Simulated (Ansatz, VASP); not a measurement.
**CrCuO2: VASP beside Ansatz**

```
Cr Cu O
1.0
     1.49113    0.86090    5.66805
    -1.49113    0.86090    5.66805
     0.00000   -1.72181    5.66805
Cr Cu O
1 1 2
Direct
  0.50000 0.50000 0.50000
  0.00000 0.00000 0.00000
  0.10800 0.10800 0.10800
  0.89200 0.89200 0.89200
```

Alike in both runs: functional r2SCAN; k mesh 12 × 12 × 12; occupations gaussian, width 0.02 eV; collinear spin.

Ansatz relaxed the structure, and its values are those at the end. VASP's run is a single point on that final structure, the one shown.

|  | VASP | Ansatz |
| --- | --- | --- |
| version | VASP 6.6.1 | Ansatz 0.2.0 |
| potentials or method | VASP PAW PBE potentials, release 64 (Cr_pv, Cu, O), cutoff 660 eV | scalar-relativistic, plane waves, PAW |
| valence electrons in the cell | 35 | 45 |

Ansatz gave:

- gap on the k mesh at the Fermi level (eV): 1.72
- least direct gap on the mesh (eV): 2.13
- pressure (GPa): 0.0
- rms of the force components (eV/Å): 0.001
- net moment per atom (μB): 0.75
- size of the moment on the site where the two differ most (μB): 2.45

Which values does VASP return?

gap on the k mesh at the Fermi level (eV): 1.38; least direct gap on the mesh (eV): 1.40; pressure (GPa): 0.8; rms of the force components (eV/Å): 0.008; net moment per atom (μB): 0.75; size of the moment on the site where the two differ most (μB): 2.89.

VASP's potentials were made for PBE, not for r2SCAN. Site moments also hang on the region over which each program counts them. VASP's potentials hold 35 valence electrons a cell and Ansatz's 45, so a difference there can come from the potentials and not from the codes.
